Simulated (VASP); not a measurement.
# In17P15 (a cell with a defect) in VASP: relaxation of the atoms with PBE

Aim: the relaxation of the atoms of In17P15 (a cell with a defect) with PBE.

Program: VASP 6.6.1. These are calculated values, not measurements. Logs are shortened: lines on timing, memory, paths and dates and some standing lists are left out, and cuts for length are marked.

**1. The cell of the first run**

The cell holds a defect, 32 atoms: a = 10.323 Å, b = 10.323 Å, c = 10.323 Å, α = 109.47°, β = 109.47°, γ = 109.47°.

**2. Relaxation of the atoms, PBE**

Contents of INCAR:

```
SYSTEM = In17P15
ALGO = Normal ; EDIFF = 1E-6
EDIFFG = -0.025 ; ENCUT = 520
GGA = PE ; IBRION = 2
ISIF = 2 ; ISMEAR = 0
LASPH = .TRUE. ; LCHARG = .FALSE.
LREAL = Auto ; LWAVE = .FALSE.
NELECT = 298.0 ; NELM = 100
NSW = 65 ; PREC = Accurate
SIGMA = 0.02
```

Contents of KPOINTS:

```
k-points
0
G
  1 1 1
  0 0 0
```

Contents of POSCAR:

```
In17P15
1.0
   -5.9597880289      5.9597880289      5.9597880289
    5.9597880289     -5.9597880289      5.9597880289
    5.9597880289      5.9597880289     -5.9597880289
In P
17 15
Direct
    0.5252508516      0.5000000000      0.0000000000
    0.5000341100      0.7500341100      0.7522011308
    0.4977988692     -0.0021670208      0.4978329792
    0.7521670208      0.2499658900      0.0000000000
    0.5000341100      0.2522011308      0.2500341100
    0.7521670208      0.5000000000      0.7499658900
    0.7478329792      0.7477988692      0.4978329792
   -0.0000341100      0.0021670208      0.0000000000
    0.7478329792     -0.0021670208      0.2477988692
   -0.0252508516      0.2247491484      0.7247491484
   -0.0000341100      0.5000000000      0.5021670208
    0.2500000000      0.7752508516      0.0000000000
    0.0022011308      0.7500341100      0.2500341100
    0.2500000000      0.0021670208      0.7499658900
    0.2500000000      0.2499658900      0.5021670208
    0.2500000000      0.5000000000      0.2752508516
    0.2500000000      0.5000000000      0.0000000000
    0.2500000000      0.7518650923      0.7459450644
    0.2500000000      0.0000000000      0.5000000000
    0.5018650923      0.2459450644      0.0000000000
    0.2500000000      0.2459450644      0.2518650923
    0.5018650923      0.5000000000      0.7459450644
    0.5040549356      0.7540549356      0.5059200279
    0.7500000000      0.0000000000      0.0000000000
    0.5040549356      0.0059200279      0.2540549356
    0.7440799721      0.2481349077      0.7481349077
    0.7500000000      0.5000000000      0.5000000000
   -0.0040549356      0.7518650923      0.0000000000
    0.7559200279      0.7540549356      0.2540549356
   -0.0018650923     -0.0059200279      0.7481349077
   -0.0018650923      0.2481349077      0.4940799721
   -0.0040549356      0.5000000000      0.2518650923
```

Potentials or basis: VASP PAW PBE potentials, release 64 (In_d, P).

The run is started by

```bash
$ cat potpaw_PBE.64/In_d/POTCAR potpaw_PBE.64/P/POTCAR > POTCAR
$ mpirun -np 1 vasp_gam > vasp.out
```

OUTCAR:

```text
SYSTEM = In17P15
   EDIFF = 1E-6
   EDIFFG = -0.025
   ENCUT = 520
   GGA = PE
   IBRION = 2
   ISIF = 2
   ISMEAR = 0
   LASPH = .TRUE.
   LREAL = Auto
   NELECT = 298.0
   NELM = 100
   NSW = 65
   PREC = Accurate

 ion  position               nearest neighbor table
   1  0.525  0.500  0.000-  29 2.55  20 2.55  22 2.55  17 2.84   6 4.02  13 4.02   4 4.02
   2  0.500  0.750  0.752-  18 2.57  22 2.57  23 2.57  24 2.57  16 4.02
   3  0.498  0.998  0.498-  23 2.57  25 2.57  26 2.57  19 2.57  10 4.02
   4  0.752  0.250  0.000-  32 2.57  26 2.57  20 2.57  24 2.57   1 4.02
   5  0.500  0.252  0.250-  20 2.57  21 2.57  25 2.57  27 2.57  12 4.02
   6  0.752  0.500  0.750-  28 2.57  26 2.57  22 2.57  27 2.57   1 4.02
   7  0.748  0.748  0.498-  23 2.57  29 2.57  30 2.57  27 2.57  10 4.02
   8  1.000  0.002  0.000-  21 2.57  30 2.57  28 2.57  24 2.57  12 4.02
   9  0.748  0.998  0.248-  25 2.57  29 2.57  31 2.57  24 2.57  10 4.02
  10  0.975  0.225  0.725-  26 2.55  30 2.55  31 2.55  17 2.84   7 4.02   9 4.02   3 4.02
  11  1.000  0.500  0.502-  18 2.57  31 2.57  32 2.57  27 2.57  16 4.02
  12  0.250  0.775  0.000-  25 2.55  28 2.55  18 2.55  17 2.84   8 4.02  14 4.02   5 4.02
  13  0.002  0.750  0.250-  28 2.57  32 2.57  29 2.57  19 2.57   1 4.02
  14  0.250  0.002  0.750-  20 2.57  30 2.57  18 2.57  19 2.57  12 4.02
  15  0.250  0.250  0.502-  22 2.57  31 2.57  21 2.57  19 2.57  16 4.02
  16  0.250  0.500  0.275-  23 2.55  21 2.55  32 2.55  17 2.84  11 4.02  15 4.02   2 4.02
  17  0.250  0.500  0.000-   1 2.84  10 2.84  12 2.84  16 2.84
  18  0.250  0.752  0.746-  12 2.55  11 2.57   2 2.57  14 2.57
  19  0.250  0.000  0.500-  13 2.57   3 2.57  14 2.57  15 2.57
  20  0.502  0.246  0.000-   1 2.55   5 2.57  14 2.57   4 2.57
  21  0.250  0.246  0.252-  16 2.55   8 2.57   5 2.57  15 2.57
  22  0.502  0.500  0.746-   1 2.55   2 2.57  15 2.57   6 2.57
[... 8 lines left out ...]
  31  0.998  0.248  0.494-  10 2.55  11 2.57  15 2.57   9 2.57
  32  0.996  0.500  0.252-  16 2.55  13 2.57   4 2.57  11 2.57

  LATTYP: Found a body centered cubic cell.
 ALAT       =    11.9195760578

  Lattice vectors:

 A1 = (  -5.9597880289,   5.9597880289,   5.9597880289)
 A2 = (   5.9597880289,  -5.9597880289,   5.9597880289)
 A3 = (   5.9597880289,   5.9597880289,  -5.9597880289)

Analysis of symmetry for initial positions (statically):
=====================================================================
 Subroutine PRICEL returns:
 Original cell was already a primitive cell.

 Routine SETGRP: Setting up the symmetry group for a
 body centered cubic supercell.

 Subroutine GETGRP returns: Found 24 space group operations
 (whereof  2 operations were pure point group operations)
 out of a pool of 48 trial point group operations.

The static configuration has the point symmetry C_1h.
 The point group associated with its full space group is T_d .

Analysis of symmetry for dynamics (positions and initial velocities):
=====================================================================
 Subroutine PRICEL returns:
 Original cell was already a primitive cell.

 Routine SETGRP: Setting up the symmetry group for a
 body centered cubic supercell.

 Subroutine GETGRP returns: Found 24 space group operations
 (whereof  2 operations were pure point group operations)
 out of a pool of 48 trial point group operations.

The dynamic configuration has the point symmetry C_1h.
 The point group associated with its full space group is T_d .

 Subroutine INISYM returns: Found 24 space group operations
 (whereof  2 operations are pure point group operations),
 and found     1 'primitive' translations

----------------------------------------------------------------------------------------

                                     Primitive cell

  volume of cell :     846.7446

  direct lattice vectors                    reciprocal lattice vectors
    -5.959788029  5.959788029  5.959788029     0.000000000  0.083895601  0.083895601
     5.959788029 -5.959788029  5.959788029     0.083895601  0.000000000  0.083895601
     5.959788029  5.959788029 -5.959788029     0.083895601  0.083895601  0.000000000

  length of vectors
    10.322655668 10.322655668 10.322655668     0.118646297  0.118646297  0.118646297

  position of ions in fractional coordinates (direct lattice)
     0.525250852  0.500000000  0.000000000
     0.500034110  0.750034110  0.752201131
     0.497798869  0.997832979  0.497832979
     0.752167021  0.249965890  0.000000000
     0.500034110  0.252201131  0.250034110
     0.752167021  0.500000000  0.749965890
[... 24 lines left out ...]
     0.998134908  0.248134908  0.494079972
     0.995945064  0.500000000  0.251865092

  ion indices of the primitive-cell ions
   primitive index   ion index
                 1           1
                 2           2
                 3           3
                 4           4
                 5           5
                 6           6
[... 24 lines left out ...]
                31          31
                32          32

----------------------------------------------------------------------------------------

 KPOINTS: k-points

Automatic generation of k-mesh.
 Grid dimensions read from file:
 generate k-points for:    1    1    1

 Generating k-lattice:

  Cartesian coordinates                     Fractional coordinates (reciprocal lattice)
     0.000000000  0.083895601  0.083895601     1.000000000  0.000000000  0.000000000
     0.083895601  0.000000000  0.083895601     0.000000000  1.000000000  0.000000000
     0.083895601  0.083895601  0.000000000     0.000000000  0.000000000  1.000000000

  Length of vectors
     0.118646297  0.118646297  0.118646297

  Shift w.r.t. Gamma in fractional coordinates (k-lattice)
     0.000000000  0.000000000  0.000000000

 Subroutine IBZKPT returns following result:
 ===========================================

 Found      1 irreducible k-points:

 Following reciprocal coordinates:
            Coordinates               Weight
  0.000000  0.000000  0.000000      1.000000
   k-points           NKPTS =      1   k-points in BZ     NKDIM =      1   number of bands    NBANDS=    178
   number of dos      NEDOS =    301   number of ions     NIONS =     32
   total plane-waves  NPLWV = 512000
   dimension x,y,z NGX =    80 NGY =   80 NGZ =   80
   dimension x,y,z NGXF=   160 NGYF=  160 NGZF=  160
   ions per type =              17  15
   NGX,Y,Z   is equivalent  to a cutoff of  12.88, 12.88, 12.88 a.u.
   NGXF,Y,Z  is equivalent  to a cutoff of  25.77, 25.77, 25.77 a.u.
 SYSTEM =  In17P15
   PREC   = accura    normal or accurate (medium, high low for compatibility)
   ISTART =      0    job   : 0-new  1-cont  2-samecut
   ICHARG =      2    charge: 1-file 2-atom 10-const
   ISPIN  =      1    spin polarized calculation?
   LNONCOLLINEAR =      F non collinear calculations
   LSORBIT =      F    spin-orbit coupling
   LASPH  =      T    aspherical Exc in radial PAW
   ENCUT  =  520.0 eV  38.22 Ry    6.18 a.u.  19.19 19.19 19.19*2*pi/ulx,y,z
   NELM   =    100;   NELMIN=  2; NELMDL= -5     # of ELM steps
   EDIFF  = 0.1E-05   stopping-criterion for ELM
   LREAL  =      T    real-space projection
   EDIFFG = -.3E-01   stopping-criterion for IOM
   NSW    =     65    number of steps for IOM
   IBRION =      2    ionic relax: 0-MD 1-quasi-New 2-CG
   NFREE  =      1    steps in history (QN), initial steepest desc. (CG)
   ISIF   =      2    stress and relaxation
   ISYM   =      2    0-nonsym 1-usesym 2-fastsym
   POTIM  = 0.5000    time-step for ionic-motion
   TEBEG  =    0.0;   TEEND  =   0.0 temperature during run
   PSTRESS=    0.0 pullay stress
   NELECT =     298.0000    total number of electrons
   NUPDOWN=      -1.0000    fix difference up-down
   EMIN   =  10.00;   EMAX   =-10.00  energy-range for DOS
   EFERMI =   0.00;   METHOD = LEGACY
   ISMEAR =     0;   SIGMA  =   0.02  broadening in eV -4-tet -1-fermi 0-gaus
   EFERMI_NEDOS =   21; number of points for ismear=-14 and -15
   IALGO  =     38    algorithm
   IMIX   =      4    mixing-type and parameters
     AMIX     =   0.40;   BMIX     =  1.00
     AMIX_MAG =   1.60;   BMIX_MAG =  1.00
  volume/ion in A,a.u.               =      26.46       178.57
  Fermi-wavevector in a.u.,A,eV,Ry     =   1.155836  2.184213 18.176787  1.335956
  Thomas-Fermi vector in A             =   2.292461
   LORBIT       =      0    0 simple, 1 ext, 2 COOP (PROOUT), +10 PAW based schemes
   GGA     = PE    functional components
   LHFCALC =     F    Hartree Fock is set to
   AEXX    =    0.0000 exact exchange contribution
   IVDW    =     0    specifies the selected vdW correction
   LEPSILON=     F    determine dielectric tensor
   LRPA    =     F    only Hartree local field effects (RPA)
 conjugate gradient relaxation of ions
 non-spin polarized calculation
 Gauss-broadening in eV      SIGMA  =   0.02
  energy-cutoff  :      520.00
  volume of cell :      846.74
 maximum number of plane-waves:     11416
 NGX is ok and might be reduce to    80
   NGX = 39   NGY = 39   NGZ = 39

--------------------------------------- Ionic step        1  -------------------------------------------

 number of electron     298.0000027 magnetization

 Free energy of the ion-electron system (eV)
  ---------------------------------------------------
  ext. energy  EPLUGINS =         0.00000000
  ---------------------------------------------------
  free energy    TOTEN  =      -115.36935790 eV

  energy without entropy =     -115.33850543  energy(sigma->0) =     -115.35393166

------------------------ aborting loop because EDIFF is reached ----------------------------------------

  FORCE on cell =-STRESS in cart. coord.  units (eV):
  Direction    XX          YY          ZZ          XY          YZ          ZX
  --------------------------------------------------------------------------------------
  -------------------------------------------------------------------------------------
  Total       37.9843038     37.9843038     37.9843038      0.0000000     -0.0000000     -0.0000000
  in kB       71.8724287     71.8724287     71.8724287      0.0000000     -0.0000000     -0.0000000
  external PRESSURE =      71.8724287 kB  Pullay stress =       0.0000000 kB
[... 447 lines left out ...]
  energy  without entropy=     -115.4256756419  energy(sigma->0) =     -115.44110187

--------------------------------------- Ionic step        8  -------------------------------------------

 number of electron     298.0000029 magnetization

 Free energy of the ion-electron system (eV)
  ---------------------------------------------------
  ext. energy  EPLUGINS =         0.00000000
  ---------------------------------------------------
  free energy    TOTEN  =      -115.45714741 eV

  energy without entropy =     -115.42629494  energy(sigma->0) =     -115.44172117

 E-fermi :   5.5117     XC(G=0):  -9.1682

 val. band max:        5.5056517835   @ k =   0.0000   0.0000   0.0000
 cond. band min:       6.5210093223   @ k =   0.0000   0.0000   0.0000
 fundamental gap:      1.0153575387
 Fermi energy:         5.5117431570

 k-point     1 :       0.0000    0.0000    0.0000
  band No.  band energies     occupation
      1      -9.5027      2.00000
      2      -9.4928      2.00000
      3      -9.4928      2.00000
      4      -9.4540      2.00000
      5      -9.4540      2.00000
      6      -9.4540      2.00000
[... 153 lines left out ...]
    160       7.5912      0.00000
    161       7.5912      0.00000
 [bands above 161 left out]

------------------------ aborting loop because EDIFF is reached ----------------------------------------

  FORCE on cell =-STRESS in cart. coord.  units (eV):
  Direction    XX          YY          ZZ          XY          YZ          ZX
  --------------------------------------------------------------------------------------
  -------------------------------------------------------------------------------------
  Total       38.1762687     38.1762687     38.1762687      0.0000000      0.0000000      0.0000000
  in kB       72.2356574     72.2356574     72.2356574      0.0000000      0.0000000      0.0000000
  external PRESSURE =      72.2356574 kB  Pullay stress =       0.0000000 kB
[... 47 lines left out ...]
  FREE ENERGIE OF THE ION-ELECTRON SYSTEM (eV)
  ---------------------------------------------------
  free  energy   TOTEN  =      -115.4571474062 eV

  energy  without entropy=     -115.4262949422  energy(sigma->0) =     -115.44172117

 reached required accuracy - stopping structural energy minimisation
```

Wall time 18 min (1 thread of Intel Xeon Platinum 8488C (Sapphire Rapids), shared host); peak memory 1.1 GiB.

Results:

* Free energy: -115.4571 eV
* Energy gained by relaxing: 2.7 meV/atom
* Ionic steps: 8
* Largest force after relaxing: 0.025 eV/Å

Forces on the atoms (eV/Å):
```
In  -0.014  0.014  0.014
In  -0.004 -0.004 -0.008
In  -0.008  0.004  0.004
In   0.004 -0.004  0.008
In  -0.004 -0.008 -0.004
In   0.004  0.008 -0.004
In   0.004 -0.008  0.004
In  -0.004  0.004  0.008
In   0.004  0.004 -0.008
In  -0.014 -0.014 -0.014
In  -0.004  0.008  0.004
In   0.014 -0.014  0.014
In  -0.008 -0.004 -0.004
In   0.008  0.004 -0.004
In   0.008 -0.004  0.004
In   0.014  0.014 -0.014
In   0.000  0.000  0.000
P    0.014  0.001 -0.001
P    0.000  0.000  0.000
P    0.001 -0.001  0.014
P    0.014 -0.001  0.001
P    0.001  0.014 -0.001
P   -0.001 -0.001 -0.014
P    0.000  0.000  0.000
P   -0.001 -0.014 -0.001
P   -0.014  0.001  0.001
P    0.000  0.000  0.000
P   -0.001  0.001  0.014
P   -0.014 -0.001 -0.001
P    0.001 -0.014  0.001
P    0.001  0.001 -0.014
P   -0.001  0.014  0.001
```

The path:
```
step  energy change (eV)  largest force (eV/Å)  pressure (GPa)
   1              0.0000                0.5042            7.19
   2             -0.0538                0.3244            7.18
   3             -0.0704                0.1445            7.19
   4             -0.0821                0.0633            7.19
   5             -0.0846                0.0598            7.23
   6             -0.0847                0.0634            7.23
   7             -0.0872                0.0317            7.23
   8             -0.0878                0.0249            7.22
```

Final structure:
```
CELL_PARAMETERS angstrom
-5.95979 5.95979 5.95979
5.95979 -5.95979 5.95979
5.95979 5.95979 -5.95979
ATOMIC_POSITIONS crystal
In 0.51753 0.50000 0.00000
In 0.49990 0.74990 0.75208
In 0.49792 0.99782 0.49782
In 0.75218 0.25010 0.00000
In 0.49990 0.25208 0.24990
In 0.75218 0.50000 0.75010
In 0.74782 0.74792 0.49782
In 0.00010 0.00218 0.00000
In 0.74782 0.99782 0.24792
In 0.98247 0.23247 0.73247
In 0.00010 0.50000 0.50218
In 0.25000 0.76753 0.00000
In 0.00208 0.74990 0.24990
In 0.25000 0.00218 0.75010
In 0.25000 0.25010 0.50218
In 0.25000 0.50000 0.26753
In 0.25000 0.50000 0.00000
P 0.25000 0.75279 0.74619
P 0.25000 0.00000 0.50000
P 0.50279 0.24619 0.00000
P 0.25000 0.24619 0.25279
P 0.50279 0.50000 0.74619
P 0.50381 0.75381 0.50661
P 0.75000 0.00000 0.00000
P 0.50381 0.00661 0.25381
P 0.74339 0.24721 0.74721
P 0.75000 0.50000 0.50000
P 0.99619 0.75279 0.00000
P 0.75661 0.75381 0.25381
P 0.99721 0.99339 0.74721
P 0.99721 0.24721 0.49339
P 0.99619 0.50000 0.25279
```

Levels at points of the mesh, in eV from the Fermi level:
```tsv
k point	band 146	band 147	band 148	band 149	band 150	band 151	band 152	band 153	band 154	band 155
(0.00, 0.00, 0.00)	-1.07	-0.13	-0.01	-0.01	-0.01	1.01	1.10	1.10	1.51	1.51
```

Caveat: the k points lie up to 0.75 Å⁻¹ apart; the cell carries a net charge on a neutralising background, which shifts energy and pressure; the cell is charged against a uniform background, so pressure and absolute levels hang on convention; spin-orbit coupling is left out, which moves the levels of the heavy elements.
